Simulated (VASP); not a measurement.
# Au (Fm-3m) in VASP: further runs

The runs below take Au through single point, with LDA, PBEsol, PBE.

Everything below comes from runs of VASP 6.6.1. Logs are shortened: lines on timing, memory, paths and dates and some standing lists are left out, and cuts for length are marked.

### 1 The cell of the first run

Symmetry: Fm-3m, No. 225, cubic system. Conventional cell: a = 4.047 Å, b = 4.047 Å, c = 4.047 Å, α = 90.00°, β = 90.00°, γ = 90.00°. Au (site symmetry m-3m) has 12 Au at 2.86 Å within 3.8 Å.

### 2 Single point, LDA

Input file INCAR:

```
SYSTEM = Au
PREC = Accurate
ENCUT = 520
EDIFF = 1E-6
ISMEAR = 1
SIGMA = 0.1
LREAL = .False.
LASPH = .True.
NELM = 60
ALGO = Normal
ISIF = 2
LWAVE = .False.
LCHARG = .False.
GGA = CA
NBANDS = 12
```

Input file KPOINTS:

```
Automatic mesh
0
Gamma
  23 23 23
  0 0 0
```

Input file POSCAR:

```
Au
1.0
    0.0000000000      2.0233907370      2.0233907370
    2.0233907370      0.0000000000      2.0233907370
    2.0233907370      2.0233907370      0.0000000000
Au
1
Direct
    0.0000000000      0.0000000000      0.0000000000
```

Potentials or basis: VASP PAW LDA potentials, release 64 (Au).

Started as:

```bash
$ cat potpaw_LDA.64/Au/POTCAR > POTCAR
$ mpirun -np 1 vasp_std > vasp.out
```

OUTCAR:

```text
SYSTEM = Au
   PREC = Accurate
   ENCUT = 520
   EDIFF = 1E-6
   ISMEAR = 1
   LREAL = .False.
   LASPH = .True.
   NELM = 60
   ISIF = 2
   GGA = CA

 ion  position               nearest neighbor table
   1  0.000  0.000  0.000-

  LATTYP: Found a face centered cubic cell.
 ALAT       =     4.0467814740

  Lattice vectors:

 A1 = (   0.0000000000,   2.0233907370,   2.0233907370)
 A2 = (   2.0233907370,   0.0000000000,   2.0233907370)
 A3 = (   2.0233907370,   2.0233907370,   0.0000000000)

Analysis of symmetry for initial positions (statically):
=====================================================================
 Subroutine PRICEL returns:
 Original cell was already a primitive cell.

 Routine SETGRP: Setting up the symmetry group for a
 face centered cubic supercell.

 Subroutine GETGRP returns: Found 48 space group operations
 (whereof 48 operations were pure point group operations)
 out of a pool of 48 trial point group operations.

The static configuration has the point symmetry O_h .

Analysis of symmetry for dynamics (positions and initial velocities):
=====================================================================
 Subroutine PRICEL returns:
 Original cell was already a primitive cell.

 Routine SETGRP: Setting up the symmetry group for a
 face centered cubic supercell.

 Subroutine GETGRP returns: Found 48 space group operations
 (whereof 48 operations were pure point group operations)
 out of a pool of 48 trial point group operations.

The dynamic configuration has the point symmetry O_h .

 Subroutine INISYM returns: Found 48 space group operations
 (whereof 48 operations are pure point group operations),
 and found     1 'primitive' translations

----------------------------------------------------------------------------------------

                                     Primitive cell

  volume of cell :      16.5680

  direct lattice vectors                    reciprocal lattice vectors
     0.000000000  2.023390737  2.023390737    -0.247109958  0.247109958  0.247109958
     2.023390737  0.000000000  2.023390737     0.247109958 -0.247109958  0.247109958
     2.023390737  2.023390737  0.000000000     0.247109958  0.247109958 -0.247109958

  length of vectors
     2.861506622  2.861506622  2.861506622     0.428007002  0.428007002  0.428007002

  position of ions in fractional coordinates (direct lattice)
     0.000000000  0.000000000  0.000000000

  ion indices of the primitive-cell ions
   primitive index   ion index
                 1           1

----------------------------------------------------------------------------------------

 KPOINTS: Automatic mesh

Automatic generation of k-mesh.
 Grid dimensions read from file:
 generate k-points for:   23   23   23

 Generating k-lattice:

  Cartesian coordinates                     Fractional coordinates (reciprocal lattice)
    -0.010743911  0.010743911  0.010743911     0.043478261  0.000000000  0.000000000
     0.010743911 -0.010743911  0.010743911     0.000000000  0.043478261  0.000000000
     0.010743911  0.010743911 -0.010743911     0.000000000  0.000000000  0.043478261

  Length of vectors
     0.018609000  0.018609000  0.018609000

  Shift w.r.t. Gamma in fractional coordinates (k-lattice)
     0.000000000  0.000000000  0.000000000

 Subroutine IBZKPT returns following result:
 ===========================================

 Found    364 irreducible k-points:

 Following reciprocal coordinates:
            Coordinates               Weight
  0.000000  0.000000  0.000000      1.000000
  0.043478  0.000000  0.000000      8.000000
  0.086957  0.000000  0.000000      8.000000
  0.130435  0.000000  0.000000      8.000000
  0.173913  0.000000  0.000000      8.000000
  0.217391  0.000000  0.000000      8.000000
[... 16 lines left out ...]
  0.478261  0.043478  0.000000     24.000000
 -0.478261  0.043478  0.000000     24.000000
 [... further k-points ...]
   k-points           NKPTS =    364   k-points in BZ     NKDIM =    364   number of bands    NBANDS=     12
   number of dos      NEDOS =    301   number of ions     NIONS =      1
   total plane-waves  NPLWV =  13824
   dimension x,y,z NGX =    24 NGY =   24 NGZ =   24
   dimension x,y,z NGXF=    48 NGYF=   48 NGZF=   48
   ions per type =               1
   NGX,Y,Z   is equivalent  to a cutoff of  13.94, 13.94, 13.94 a.u.
   NGXF,Y,Z  is equivalent  to a cutoff of  27.89, 27.89, 27.89 a.u.
 SYSTEM =  Au
   PREC   = accura    normal or accurate (medium, high low for compatibility)
   ISTART =      0    job   : 0-new  1-cont  2-samecut
   ICHARG =      2    charge: 1-file 2-atom 10-const
   ISPIN  =      1    spin polarized calculation?
   LNONCOLLINEAR =      F non collinear calculations
   LSORBIT =      F    spin-orbit coupling
   LASPH  =      T    aspherical Exc in radial PAW
   ENCUT  =  520.0 eV  38.22 Ry    6.18 a.u.   5.32  5.32  5.32*2*pi/ulx,y,z
   NELM   =     60;   NELMIN=  2; NELMDL= -5     # of ELM steps
   EDIFF  = 0.1E-05   stopping-criterion for ELM
   LREAL  =      F    real-space projection
   EDIFFG = 0.1E-04   stopping-criterion for IOM
   NSW    =      0    number of steps for IOM
   IBRION =     -1    ionic relax: 0-MD 1-quasi-New 2-CG
   NFREE  =      0    steps in history (QN), initial steepest desc. (CG)
   ISIF   =      2    stress and relaxation
   ISYM   =      2    0-nonsym 1-usesym 2-fastsym
   POTIM  = 0.5000    time-step for ionic-motion
   TEBEG  =    0.0;   TEEND  =   0.0 temperature during run
   PSTRESS=    0.0 pullay stress
   NELECT =      11.0000    total number of electrons
   NUPDOWN=      -1.0000    fix difference up-down
   EMIN   =  10.00;   EMAX   =-10.00  energy-range for DOS
   EFERMI =   0.00;   METHOD = LEGACY
   ISMEAR =     1;   SIGMA  =   0.10  broadening in eV -4-tet -1-fermi 0-gaus
   EFERMI_NEDOS =   21; number of points for ismear=-14 and -15
   IALGO  =     38    algorithm
   IMIX   =      4    mixing-type and parameters
     AMIX     =   0.40;   BMIX     =  1.00
     AMIX_MAG =   1.60;   BMIX_MAG =  1.00
  volume/ion in A,a.u.               =      16.57       111.81
  Fermi-wavevector in a.u.,A,eV,Ry     =   1.428179  2.698867 27.751738  2.039695
  Thomas-Fermi vector in A             =   2.548269
   LORBIT       =      0    0 simple, 1 ext, 2 COOP (PROOUT), +10 PAW based schemes
   GGA     = CA    functional components
   LHFCALC =     F    Hartree Fock is set to
   AEXX    =    0.0000 exact exchange contribution
   IVDW    =     0    specifies the selected vdW correction
   LEPSILON=     F    determine dielectric tensor
   LRPA    =     F    only Hartree local field effects (RPA)
 non-spin polarized calculation
 Methfessel and Paxton  Order N= 1 SIGMA  =   0.10
  energy-cutoff  :      520.00
  volume of cell :       16.57
 maximum number of plane-waves:       459
 NGX is ok and might be reduce to    24
   NGX = 11   NGY = 11   NGZ = 11

 number of electron      10.9999999 magnetization

 Free energy of the ion-electron system (eV)
  ---------------------------------------------------
  ext. energy  EPLUGINS =         0.00000000
  ---------------------------------------------------
  free energy    TOTEN  =        -4.44334565 eV

  energy without entropy =       -4.44291617  energy(sigma->0) =       -4.44320249

 E-fermi :   9.8157     XC(G=0): -13.1475

 val. band max:        9.8022075648   @ k =   0.4783   0.3913   0.0435
 cond. band min:       9.8158412552   @ k =  -0.4783   0.0870   0.0000
 fundamental gap:      0.0136336904
 Fermi energy:         9.8156816228

 k-point     1 :       0.0000    0.0000    0.0000
  band No.  band energies     occupation
      1      -0.4471      2.00000
      2       4.9004      2.00000
      3       4.9004      2.00000
      4       4.9004      2.00000
      5       6.5166      2.00000
      6       6.5166      2.00000
      7      24.2132      0.00000
      8      28.3304      0.00000
      9      28.3304      0.00000
     10      28.3304      0.00000
     11      33.4523      0.00000
     12      38.3490      0.00000

 k-point     2 :       0.0435    0.0000    0.0000
  band No.  band energies     occupation
      1      -0.3790      2.00000
      2       4.8768      2.00000
      3       4.9249      2.00000
      4       4.9249      2.00000
      5       6.5049      2.00000
      6       6.5049      2.00000
      7      24.2998      0.00000
      8      27.8823      0.00000
      9      28.4162      0.00000
     10      28.4162      0.00000
     11      33.8720      0.00000
     12      37.2898      0.00000

 k-point     3 :       0.0870    0.0000    0.0000
  band No.  band energies     occupation
      1      -0.1781      2.00000
      2       4.8124      2.00000
      3       4.9926      2.00000
      4       4.9926      2.00000
      5       6.4762      2.00000
      6       6.4762      2.00000
      7      24.5338      0.00000
      8      26.8432      0.00000
      9      28.6658      0.00000
     10      28.6658      0.00000
     11      34.3301      0.00000
     12      36.3423      0.00000
[... 286 lines left out ...]
 k-point    23 :       0.4783    0.0435    0.0000
  band No.  band energies     occupation
      1       2.2012      2.00000
      2       4.8379      2.00000
      3       4.9195      2.00000
      4       7.2724      2.00000
      5       7.7826      2.00000
      6       8.7940      2.00000
      7      13.3713      0.00000
      8      23.7887      0.00000
      9      26.8498      0.00000
     10      26.9500      0.00000
     11      34.9686      0.00000
     12      35.1764      0.00000

 k-point    24 :      -0.4783    0.0435    0.0000
  band No.  band energies     occupation
      1       2.2010      2.00000
      2       4.8321      2.00000
      3       4.9037      2.00000
      4       7.3933      2.00000
      5       7.7664      2.00000
      6       9.0698      2.00000
      7      12.9812      0.00000
      8      23.7430      0.00000
      9      26.6886      0.00000
     10      26.9407      0.00000
     11      35.1417      0.00000
     12      35.1465      0.00000

 [... further k-points ...]

------------------------ aborting loop because EDIFF is reached ----------------------------------------

  FORCE on cell =-STRESS in cart. coord.  units (eV):
  Direction    XX          YY          ZZ          XY          YZ          ZX
  --------------------------------------------------------------------------------------
  -------------------------------------------------------------------------------------
  Total        0.0515122      0.0515122      0.0515122      0.0000000     -0.0000000      0.0000000
  in kB        4.9814008      4.9814008      4.9814008      0.0000000     -0.0000000      0.0000000
  external PRESSURE =       4.9814008 kB  Pullay stress =       0.0000000 kB

 VOLUME and BASIS-vectors are now :
 -----------------------------------------------------------------------------
  energy-cutoff  :      520.00
  volume of cell :       16.57
      direct lattice vectors                 reciprocal lattice vectors
     0.000000000  2.023390737  2.023390737    -0.247109958  0.247109958  0.247109958
     2.023390737  0.000000000  2.023390737     0.247109958 -0.247109958  0.247109958
     2.023390737  2.023390737  0.000000000     0.247109958  0.247109958 -0.247109958

 POSITION                                       TOTAL-FORCE (eV/Angst)
 -----------------------------------------------------------------------------------
      0.00000      0.00000      0.00000         0.000000      0.000000      0.000000
 -----------------------------------------------------------------------------------
    total drift:                                0.000000     -0.000000     -0.000000

  FREE ENERGIE OF THE ION-ELECTRON SYSTEM (eV)
  ---------------------------------------------------
  free  energy   TOTEN  =        -4.4433456474 eV

  energy  without entropy=       -4.4429161654  energy(sigma->0) =       -4.44320249
```

Wall time 60 s (1 thread of Intel Xeon 8259CL, shared host); peak memory 0.18 GiB.

Results:

| Quantity | Value |
| --- | --- |
| Free energy | -4.4433 eV |
| Pressure | 0.5 GPa |
| Band gap on the k mesh | zero (an odd number of electrons rules out a gap without spin polarisation) |

Caveat: spin-orbit coupling is left out, which moves the levels of the heavy elements.

### 3 Single point, PBEsol

This run uses another cell than the first one, of 17.01 Å³/atom.

Input file INCAR:

```
SYSTEM = Au
  ALGO = Normal
  EDIFF = 1E-6
  ENCUT = 520
  GGA = PS
  ISIF = 2
  ISMEAR = 1
  LASPH = .TRUE.
  LCHARG = .FALSE.
  LREAL = .FALSE.
  LWAVE = .FALSE.
  NBANDS = 12
  NELM = 60
  PREC = Accurate
  SIGMA = 0.1
```

Input file KPOINTS:

```
k-points
0
G
  23 23 23
  0 0 0
```

Input file POSCAR:

```
Au
1.0
    0.0000000000      2.0410784062      2.0410784062
    2.0410784062      0.0000000000      2.0410784062
    2.0410784062      2.0410784062      0.0000000000
Au
1
Direct
    0.0000000000      0.0000000000      0.0000000000
```

Potentials or basis: VASP PAW PBE potentials, release 64 (Au).

Started as:

```bash
$ cat potpaw_PBE.64/Au/POTCAR > POTCAR
$ mpirun -np 1 vasp_std > vasp.out
```

It took 85 s on 1 thread of Intel Xeon 8259CL, shared host; peak memory 0.2 GiB.

It converged, with:

```
Free energy            : -3.9220 eV
Pressure               : -0.3 GPa
Band gap on the k mesh : zero (an odd number of electrons rules out a gap without spin polarisation)
```

Levels at points of the mesh, in eV from the Fermi level:
```
           k point  band 3  band 4  band 5  band 6  band 7  band 8  band 9  band 10
(0.00, 0.00, 0.00)   -4.73   -4.73   -3.20   -3.20   14.46   18.47   18.47    18.47
```

Caveat: the PAW data sets were made with another functional, which shifts forces and pressure a little; spin-orbit coupling is left out, which moves the levels of the heavy elements.

(Part 1 of 2 ends here.)
